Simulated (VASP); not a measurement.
# Ni (C2/c) in VASP: single point with RPBE

Aim: the single point of Ni with RPBE.

Everything below comes from runs of VASP 6.6.1. Logs are shortened: lines on timing, memory, paths and dates and some standing lists are left out, and cuts for length are marked.

## Step 1: The cell of the first run

The typed cell holds 2 atoms: a = 2.509 Å, b = 2.509 Å, c = 4.827 Å, α = 105.06°, β = 105.06°, γ = 120.01°.

This isn't the form of Ni at room conditions, which is fcc.

## Step 2: Single point, RPBE, collinear spin, antiferromagnetic start

The input, INCAR:

```
PREC = Accurate
ENCUT = 520
EDIFF = 1E-6
ISMEAR = -1
SIGMA = 0.05
LREAL = F
LASPH = T
NELM = 150
ALGO = Normal
ISIF = 2
LWAVE = F
LCHARG = F
ISPIN = 2
MAGMOM = 0.8 -0.8
LORBIT = 11
LMAXMIX = 4
GGA = RP
NBANDS = 21
ISYM = 0
KPAR = 4
```

The input, KPOINTS:

```
Automatic mesh
0
Gamma
  15 15 10
```

The input, POSCAR:

```
Ni
1.0
   -1.6854908645      1.3881390740      1.2368186554
    1.3881390740     -1.6854908645      1.2368186554
    3.1722879538      3.1722879538     -1.7814190042
Ni
2
Direct
    0.9584903673      0.0415096327      0.0000000000
    0.7915096327      0.2084903673      0.5000000000
```

Potentials or basis: VASP PAW PBE potentials, release 64 (Ni).

The run is started by

```console
$ cat potpaw_PBE.64/Ni/POTCAR > POTCAR
$ mpirun -np 4 vasp_std > vasp.out
```

OUTCAR:

```text
PREC = Accurate
   ENCUT = 520
   EDIFF = 1E-6
   ISMEAR = -1
   LREAL = F
   LASPH = T
   NELM = 150
   ISIF = 2
   ISPIN = 2
   LORBIT = 11
   GGA = RP
   ISYM = 0

 ion  position               nearest neighbor table
   1  0.958  0.042  0.000-   2 2.52   2 2.52   2 2.52   2 2.52   2 2.52   2 2.52
   2  0.792  0.208  0.500-   1 2.52   1 2.52   1 2.52   1 2.52   1 2.52   1 2.52

IMPORTANT INFORMATION: All symmetrisations will be switched off!
NOSYMM: (Re-)initialisation of all symmetry stuff for point group C_1.

----------------------------------------------------------------------------------------

                                     Primitive cell

  volume of cell :      22.4909

  direct lattice vectors                    reciprocal lattice vectors
    -1.685490864  1.388139074  1.236818655    -0.040948939  0.284399271  0.433527740
     1.388139074 -1.685490864  1.236818655     0.284399271 -0.040948939  0.433527740
     3.172287954  3.172287954 -1.781419004     0.169024756  0.169024756  0.040636365

  length of vectors
     2.509487982  2.509487982  4.827035881     0.520101973  0.520101973  0.242466596

  position of ions in fractional coordinates (direct lattice)
     0.958490367  0.041509633  0.000000000
     0.791509633  0.208490367  0.500000000

  ion indices of the primitive-cell ions
   primitive index   ion index
                 1           1
                 2           2

----------------------------------------------------------------------------------------

 KPOINTS: Automatic mesh

Automatic generation of k-mesh.
 Grid dimensions read from file:
 generate k-points for:   15   15   10

 Generating k-lattice:

  Cartesian coordinates                     Fractional coordinates (reciprocal lattice)
    -0.002729929  0.018959951  0.028901849     0.066666667  0.000000000 -0.000000000
     0.018959951 -0.002729929  0.028901849     0.000000000  0.066666667 -0.000000000
     0.016902476  0.016902476  0.004063636     0.000000000  0.000000000  0.100000000

  Length of vectors
     0.034673465  0.034673465  0.024246660

  Shift w.r.t. Gamma in fractional coordinates (k-lattice)
     0.000000000  0.000000000  0.000000000

 Subroutine IBZKPT returns following result:
 ===========================================

 Found   1126 irreducible k-points:

 Following reciprocal coordinates:
            Coordinates               Weight
  0.000000  0.000000  0.000000      1.000000
  0.066667 -0.000000  0.000000      2.000000
  0.000000 -0.066667 -0.000000      2.000000
  0.133333 -0.000000  0.000000      2.000000
  0.000000 -0.133333  0.000000      2.000000
  0.200000 -0.000000  0.000000      2.000000
[... 16 lines left out ...]
  0.333333  0.066667  0.000000      2.000000
 -0.066667 -0.333333 -0.000000      2.000000
 [... further k-points ...]
   k-points           NKPTS =   1126   k-points in BZ     NKDIM =   1126   number of bands    NBANDS=     21
   number of dos      NEDOS =    301   number of ions     NIONS =      2
   total plane-waves  NPLWV =  14400
   dimension x,y,z NGX =    20 NGY =   20 NGZ =   36
   dimension x,y,z NGXF=    40 NGYF=   40 NGZF=   72
   ions per type =               2
   NGX,Y,Z   is equivalent  to a cutoff of  13.25, 13.25, 12.40 a.u.
   NGXF,Y,Z  is equivalent  to a cutoff of  26.50, 26.50, 24.80 a.u.
 SYSTEM =  unknown system
   PREC   = accura    normal or accurate (medium, high low for compatibility)
   ISTART =      0    job   : 0-new  1-cont  2-samecut
   ICHARG =      2    charge: 1-file 2-atom 10-const
   ISPIN  =      2    spin polarized calculation?
   LNONCOLLINEAR =      F non collinear calculations
   LSORBIT =      F    spin-orbit coupling
   LASPH  =      T    aspherical Exc in radial PAW
   ENCUT  =  520.0 eV  38.22 Ry    6.18 a.u.   4.67  4.67  8.98*2*pi/ulx,y,z
   NELM   =    150;   NELMIN=  2; NELMDL= -5     # of ELM steps
   EDIFF  = 0.1E-05   stopping-criterion for ELM
   LREAL  =      F    real-space projection
   EDIFFG = 0.1E-04   stopping-criterion for IOM
   NSW    =      0    number of steps for IOM
   IBRION =     -1    ionic relax: 0-MD 1-quasi-New 2-CG
   NFREE  =      0    steps in history (QN), initial steepest desc. (CG)
   ISIF   =      2    stress and relaxation
   ISYM   =      0    0-nonsym 1-usesym 2-fastsym
   POTIM  = 0.5000    time-step for ionic-motion
   TEBEG  =    0.0;   TEEND  =   0.0 temperature during run
   PSTRESS=    0.0 pullay stress
   NELECT =      20.0000    total number of electrons
   NUPDOWN=      -1.0000    fix difference up-down
   EMIN   =  10.00;   EMAX   =-10.00  energy-range for DOS
   EFERMI =   0.00;   METHOD = LEGACY
   ISMEAR =    -1;   SIGMA  =   0.05  broadening in eV -4-tet -1-fermi 0-gaus
   EFERMI_NEDOS =   21; number of points for ismear=-14 and -15
   IALGO  =     38    algorithm
   IMIX   =      4    mixing-type and parameters
     AMIX     =   0.40;   BMIX     =  1.00
     AMIX_MAG =   1.60;   BMIX_MAG =  1.00
  volume/ion in A,a.u.               =      11.25        75.89
  Fermi-wavevector in a.u.,A,eV,Ry     =   1.574282  2.974961 33.720167  2.478362
  Thomas-Fermi vector in A             =   2.675439
   LORBIT       =     11    0 simple, 1 ext, 2 COOP (PROOUT), +10 PAW based schemes
   GGA     = RP    functional components
   LHFCALC =     F    Hartree Fock is set to
   AEXX    =    0.0000 exact exchange contribution
   IVDW    =     0    specifies the selected vdW correction
   LEPSILON=     F    determine dielectric tensor
   LRPA    =     F    only Hartree local field effects (RPA)
 spin polarized calculation
  energy-cutoff  :      520.00
  volume of cell :       22.49
 maximum number of plane-waves:       622
   NGX =  9   NGY =  9   NGZ = 17

 number of electron      20.0000004 magnetization      -0.0004603

 number of electron      20.0000004 magnetization       0.0000436

 Free energy of the ion-electron system (eV)
  ---------------------------------------------------
  ext. energy  EPLUGINS =         0.00000000
  ---------------------------------------------------
  free energy    TOTEN  =        -9.76883544 eV

  energy without entropy =       -9.71443681  energy(sigma->0) =       -9.74163613

 E-fermi :   8.9040     XC(G=0): -12.9335

 val. band max:        8.9038251982   @ k =   0.0000   0.4667  -0.4000
 cond. band min:       8.9044749497   @ k =  -0.1333  -0.3333  -0.3000
 fundamental gap:      0.0006497515
 Fermi energy:         8.9039942654

 spin component 1

 k-point     1 :       0.0000    0.0000    0.0000
  band No.  band energies     occupation
      1       0.2713      1.00000
      2       4.6433      1.00000
      3       7.0783      1.00000
      4       7.0803      1.00000
      5       7.1222      1.00000
      6       7.5318      1.00000
[... 13 lines left out ...]
     20      34.5847      0.00000
     21      39.0392      0.00000

 k-point     2 :       0.0667   -0.0000    0.0000
  band No.  band energies     occupation
      1       0.4647      1.00000
      2       4.7157      1.00000
      3       6.9522      1.00000
      4       7.1338      1.00000
      5       7.2031      1.00000
      6       7.4709      1.00000
[... 13 lines left out ...]
     20      36.5411      0.00000
     21      37.5298      0.00000

 k-point     3 :       0.0000   -0.0667   -0.0000
  band No.  band energies     occupation
      1       0.4647      1.00000
      2       4.7157      1.00000
      3       6.9522      1.00000
      4       7.1338      1.00000
      5       7.2031      1.00000
      6       7.4709      1.00000
[... 13 lines left out ...]
     20      36.5411      0.00000
     21      37.5298      0.00000
[... 457 lines left out ...]
 k-point    23 :       0.3333    0.0667    0.0000
  band No.  band energies     occupation
      1       4.5892      1.00000
      2       5.0585      1.00000
      3       6.0309      1.00000
      4       6.3784      1.00000
      5       7.3186      1.00000
      6       7.6214      1.00000
[... 13 lines left out ...]
     20      32.8616      0.00000
     21      34.9386      0.00000

 k-point    24 :      -0.0667   -0.3333   -0.0000
  band No.  band energies     occupation
      1       4.5892      1.00000
      2       5.0585      1.00000
      3       6.0309      1.00000
      4       6.3784      1.00000
      5       7.3186      1.00000
      6       7.6214      1.00000
[... 13 lines left out ...]
     20      32.8616      0.00000
     21      34.9386      0.00000

 [... further k-points ...]

 spin component 2

 k-point     1 :       0.0000    0.0000    0.0000
  band No.  band energies     occupation
      1       0.2712      1.00000
      2       4.6433      1.00000
      3       7.0784      1.00000
      4       7.0804      1.00000
      5       7.1223      1.00000
      6       7.5319      1.00000
[... 13 lines left out ...]
     20      34.5846      0.00000
     21      39.0392      0.00000

 k-point     2 :       0.0667   -0.0000    0.0000
  band No.  band energies     occupation
      1       0.4646      1.00000
      2       4.7157      1.00000
      3       6.9522      1.00000
      4       7.1339      1.00000
      5       7.2032      1.00000
      6       7.4709      1.00000
[... 13 lines left out ...]
     20      36.5410      0.00000
     21      37.5297      0.00000

 k-point     3 :       0.0000   -0.0667   -0.0000
  band No.  band energies     occupation
      1       0.4646      1.00000
      2       4.7157      1.00000
      3       6.9522      1.00000
      4       7.1339      1.00000
      5       7.2032      1.00000
      6       7.4709      1.00000
[... 13 lines left out ...]
     20      36.5410      0.00000
     21      37.5297      0.00000
[... 457 lines left out ...]
 k-point    23 :       0.3333    0.0667    0.0000
  band No.  band energies     occupation
      1       4.5892      1.00000
      2       5.0585      1.00000
      3       6.0310      1.00000
      4       6.3784      1.00000
      5       7.3187      1.00000
      6       7.6215      1.00000
[... 13 lines left out ...]
     20      32.8615      0.00000
     21      34.9385      0.00000

 k-point    24 :      -0.0667   -0.3333   -0.0000
  band No.  band energies     occupation
      1       4.5892      1.00000
      2       5.0585      1.00000
      3       6.0310      1.00000
      4       6.3784      1.00000
      5       7.3187      1.00000
      6       7.6215      1.00000
[... 13 lines left out ...]
     20      32.8615      0.00000
     21      34.9385      0.00000

 [... further k-points ...]
[... 5 lines left out ...]
  --------------------------------------------------------------------------------------
  -------------------------------------------------------------------------------------
  Total       -0.0256959     -0.0256955     -0.1247878      0.1023988      0.0248992      0.0248991
  in kB       -1.8304870     -1.8304581     -8.8894591      7.2945412      1.7737382      1.7737306
  external PRESSURE =      -4.1834681 kB  Pullay stress =       0.0000000 kB

 VOLUME and BASIS-vectors are now :
 -----------------------------------------------------------------------------
  energy-cutoff  :      520.00
  volume of cell :       22.49
      direct lattice vectors                 reciprocal lattice vectors
    -1.685490864  1.388139074  1.236818655    -0.040948939  0.284399271  0.433527740
     1.388139074 -1.685490864  1.236818655     0.284399271 -0.040948939  0.433527740
     3.172287954  3.172287954 -1.781419004     0.169024756  0.169024756  0.040636365

 POSITION                                       TOTAL-FORCE (eV/Angst)
 -----------------------------------------------------------------------------------
     -1.55791      1.26055      1.23682         0.000292     -0.000292      0.000000
      0.54148      2.33346      0.34611        -0.000292      0.000292     -0.000000
 -----------------------------------------------------------------------------------
    total drift:                               -0.000002      0.000002      0.000001

  FREE ENERGIE OF THE ION-ELECTRON SYSTEM (eV)
  ---------------------------------------------------
  free  energy   TOTEN  =        -9.7688354443 eV

  energy  without entropy=       -9.7144368148  energy(sigma->0) =       -9.74163613

 total charge

# of ion       s       p       d       tot
------------------------------------------
    1        0.477   0.463   8.310   9.250
    2        0.477   0.463   8.310   9.250
--------------------------------------------------
tot          0.955   0.925  16.619  18.499

 magnetization (x)

# of ion       s       p       d       tot
------------------------------------------
    1       -0.001  -0.001   0.288   0.286
    2        0.001   0.001  -0.288  -0.286
--------------------------------------------------
tot         -0.000  -0.000   0.000   0.000
```

Run time: 4.3 min. Hardware: 4 MPI ranks of Intel Xeon Platinum 8175M at 2.50GHz (Skylake/Cascade Lake), shared host; peak memory 0.74 GiB.

What came out:

```yaml
Free_energy: -9.7688 eV
Pressure: -0.4 GPa
Band_gap_on_the_k_mesh: zero (filled and empty bands overlap)
Net_moment: 0.00 μB per cell
Site_moments: Ni +0.29, -0.29 μB
Valence_electrons_inside_the_program's_atomic_spheres: Ni 9.25
```

Stress tensor (GPa, compression positive):
```
-0.18  0.73  0.18
 0.73 -0.18  0.18
 0.18  0.18 -0.89
```

Levels at points of the mesh, in eV from the Fermi level:
Spin up:
```
           k point  band 8  band 9  band 10  band 11  band 12  band 13
(0.00, 0.00, 0.00)   -1.07   -1.06    -0.17    -0.14    -0.14     5.75
(0.00, 0.00, 0.50)   -1.63   -0.48    -0.47    -0.36    -0.36    14.12
```
Spin down:
| k point | band 7 | band 8 | band 9 | band 10 | band 11 | band 12 | band 13 | band 14 |
| --- | --- | --- | --- | --- | --- | --- | --- | --- |
| (0.00, 0.00, 0.00) | -1.37 | -1.07 | -1.06 | -0.17 | -0.14 | -0.14 | 5.75 | 22.40 |
| (0.00, 0.00, 0.50) | -1.63 | -1.63 | -0.48 | -0.47 | -0.36 | -0.36 | 14.12 | 14.21 |

Caveat: the PAW data sets were made with another functional, which shifts forces and pressure a little.
